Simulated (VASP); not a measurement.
# TiTe (rocksalt type) (Fm-3m) in VASP: a series of runs, part 2 of 2

VASP 6.6.1. The steps go on from the part before.

### 5 Single point, LDA (volume scaled by 0.76)

INCAR reads:

```
ALGO = Normal
EDIFF = 1E-6
ENCUT = 520
GGA = CA
ISIF = 2
ISMEAR = -1
LASPH = True
LCHARG = False
LREAL = False
LWAVE = False
NBANDS = 16
NELM = 100
PREC = Accurate
SIGMA = 0.05
```

KPOINTS reads:

```
k-points
0
Gamma
  12 12 12
```

POSCAR reads:

```
TiTe
1.0
    0.0000000000      2.5150192774      2.5150192774
    2.5150192774      0.0000000000      2.5150192774
    2.5150192774      2.5150192774      0.0000000000
Ti Te
1 1
Direct
    0.0000000000      0.0000000000      0.0000000000
    0.5000000000      0.5000000000      0.5000000000
```

Potentials or basis: VASP PAW LDA potentials, release 64 (Ti_sv, Te).

Run with:

```sh
$ cat potpaw_LDA.64/Ti_sv/POTCAR potpaw_LDA.64/Te/POTCAR > POTCAR
$ mpirun -np 1 vasp_std > vasp.out
```

OUTCAR:

```text
EDIFF = 1E-6
   ENCUT = 520
   GGA = CA
   ISIF = 2
   ISMEAR = -1
   LASPH = True
   LREAL = False
   NELM = 100
   PREC = Accurate

 ion  position               nearest neighbor table
   1  0.000  0.000  0.000-   2 2.52   2 2.52   2 2.52   2 2.52   2 2.52   2 2.52
   2  0.500  0.500  0.500-   1 2.52   1 2.52   1 2.52   1 2.52   1 2.52   1 2.52

  LATTYP: Found a face centered cubic cell.
 ALAT       =     5.0300385548

  Lattice vectors:

 A1 = (   0.0000000000,   2.5150192774,   2.5150192774)
 A2 = (   2.5150192774,   0.0000000000,   2.5150192774)
 A3 = (   2.5150192774,   2.5150192774,   0.0000000000)

Analysis of symmetry for initial positions (statically):
[... 33 lines left out ...]
                                     Primitive cell

  volume of cell :      31.8166

  direct lattice vectors                    reciprocal lattice vectors
     0.000000000  2.515019277  2.515019277    -0.198805633  0.198805633  0.198805633
     2.515019277  0.000000000  2.515019277     0.198805633 -0.198805633  0.198805633
     2.515019277  2.515019277  0.000000000     0.198805633  0.198805633 -0.198805633

  length of vectors
     3.556774372  3.556774372  3.556774372     0.344341458  0.344341458  0.344341458

  position of ions in fractional coordinates (direct lattice)
[... 121 lines left out ...]
  ---------------------------------------------------
  free energy    TOTEN  =       -12.00959897 eV

  energy without entropy =      -11.99511153  energy(sigma->0) =      -12.00235525

 E-fermi :  14.0508     XC(G=0): -12.4797

 val. band max:       14.0499554364   @ k =   0.3333   0.2500   0.0833
 cond. band min:      14.0555323595   @ k =  -0.1667   0.1667   0.0000
 fundamental gap:      0.0055769231
 Fermi energy:        14.0507740038

 k-point     1 :       0.0000    0.0000    0.0000
  band No.  band energies     occupation
      1     -42.3834      2.00000
      2     -19.1502      2.00000
      3     -19.1502      2.00000
      4     -19.1502      2.00000
      5      -1.7981      2.00000
      6      12.6978      2.00000
[... 433 lines left out ...]
      3     -19.1815      2.00000
      4     -19.1524      2.00000
      5       1.0737      2.00000
      6       5.8465      2.00000
[... 8 lines left out ...]
     15      22.0047      0.00000
     16      22.4386      0.00000

 [... further k-points ...]
[... 5 lines left out ...]
  --------------------------------------------------------------------------------------
  -------------------------------------------------------------------------------------
  Total        9.4112678      9.4112678      9.4112678      0.0000000      0.0000000      0.0000000
  in kB      473.9197014    473.9197014    473.9197014      0.0000000      0.0000000      0.0000000
  external PRESSURE =     473.9197014 kB  Pullay stress =       0.0000000 kB

 VOLUME and BASIS-vectors are now :
 -----------------------------------------------------------------------------
  energy-cutoff  :      520.00
  volume of cell :       31.82
      direct lattice vectors                 reciprocal lattice vectors
     0.000000000  2.515019277  2.515019277    -0.198805633  0.198805633  0.198805633
     2.515019277  0.000000000  2.515019277     0.198805633 -0.198805633  0.198805633
     2.515019277  2.515019277  0.000000000     0.198805633  0.198805633 -0.198805633

 POSITION                                       TOTAL-FORCE (eV/Angst)
 -----------------------------------------------------------------------------------
      0.00000      0.00000      0.00000         0.000000      0.000000      0.000000
      2.51502      2.51502      2.51502        -0.000000     -0.000000     -0.000000
 -----------------------------------------------------------------------------------
    total drift:                               -0.000000      0.000000      0.000000

  FREE ENERGIE OF THE ION-ELECTRON SYSTEM (eV)
  ---------------------------------------------------
  free  energy   TOTEN  =       -12.0095989723 eV

  energy  without entropy=      -11.9951115300  energy(sigma->0) =      -12.00235525
```

stdout:

```text
POSCAR found type information on POSCAR TiTe
 POSCAR found :  2 types and       2 ions
 scaLAPACK will be used
 LDA part: xc-table for (Slater(with rela. corr.)+CA(PZ))
 , standard interpolation
 POSCAR, INCAR and KPOINTS ok, starting setup
 FFT: planning ... GRIDC
 FFT: planning ... GRID_SOFT
 FFT: planning ... GRID
 WAVECAR not read
 entering main loop
```

Run time: 29 s. Hardware: 1 thread of Intel Xeon Platinum 8488C (Sapphire Rapids), shared host; peak memory 0.17 GiB.

Results:

- Free energy: -12.0096 eV
- Pressure: 47.4 GPa
- Band gap on the k mesh: zero (band 9 reaches 14.56 eV, above the bottom of band 10 at 12.95 eV)

Levels at points of the mesh, in eV from the Fermi level:
| k point | band 7 | band 8 | band 9 | band 10 | band 11 | band 12 |
| --- | --- | --- | --- | --- | --- | --- |
| (0.00, 0.00, 0.00) | -1.35 | -1.35 | -0.63 | -0.63 | -0.43 | -0.43 |
| (0.50, 0.00, 0.00) | -4.82 | -4.82 | 0.51 | 0.51 | 1.14 | 3.04 |
| (0.50, 0.50, 0.00) | -3.42 | -3.42 | -3.40 | 0.23 | 1.22 | 1.22 |

Caveat: spin-orbit coupling is left out, which moves the levels of the heavy elements.

### 6 Single point, LDA (volume scaled by 0.76, level accurate)

INCAR reads:

```
SYSTEM = TiTe
PREC = Accurate
ENCUT = 520
EDIFF = 1E-6
ISMEAR = -1
SIGMA = 0.05
LREAL = .FALSE.
LASPH = .TRUE.
NELM = 60
ALGO = Normal
ISIF = 2
LWAVE = .FALSE.
LCHARG = .FALSE.
NBANDS = 16
```

KPOINTS reads:

```
Automatic mesh
0
G
  12 12 12
  0 0 0
```

POSCAR is that of step 5.

Potentials or basis: VASP PAW LDA potentials, release 64 (Ti_sv, Te).

Run with:

```sh
$ cat potpaw_LDA.64/Ti_sv/POTCAR potpaw_LDA.64/Te/POTCAR > POTCAR
$ mpirun -np 1 vasp_std > vasp.out
```

Run time: 29 s. Hardware: 1 thread of Intel Xeon Platinum 8488C (Sapphire Rapids), shared host; peak memory 0.17 GiB.

The run converged. Its results:

- Free energy: -12.0096 eV
- Pressure: 47.4 GPa
- Band gap on the k mesh: zero (band 9 reaches 14.56 eV, above the bottom of band 10 at 12.95 eV)

Levels at points of the mesh, in eV from the Fermi level:
| k point | band 6 | band 7 | band 8 | band 9 | band 10 | band 11 | band 12 | band 13 |
| --- | --- | --- | --- | --- | --- | --- | --- | --- |
| (0.00, 0.00, 0.00) | -1.35 | -1.35 | -1.35 | -0.63 | -0.63 | -0.43 | -0.43 | -0.43 |
| (0.50, 0.00, 0.00) | -8.74 | -4.82 | -4.82 | 0.51 | 0.51 | 1.14 | 3.04 | 5.87 |
| (0.50, 0.50, 0.00) | -7.25 | -3.42 | -3.42 | -3.40 | 0.23 | 1.22 | 1.22 | 1.88 |

Caveat: spin-orbit coupling is left out, which moves the levels of the heavy elements.

### 7 The runs side by side

```tsv
cell	gap on the mesh (eV)	pressure (GPa)
a = 3.287 Å, angles 60.0°, 2 atoms	none	143.8
a = 3.427 Å, angles 60.0°, 2 atoms	none	83.8
a = 3.557 Å, angles 60.0°, 2 atoms	none	47.4
```

Alike in all rows: task single point; level LDA; potentials or basis VASP PAW LDA potentials, release 64 (Ti_sv, Te); no spin polarisation; k mesh 12 × 12 × 12; cutoff (eV) 520; smearing fermi-dirac 0.05 eV.

Caveats: spin-orbit coupling is left out, which moves the levels of the heavy elements.

Absolute energies hang on the potentials; compare differences alone.
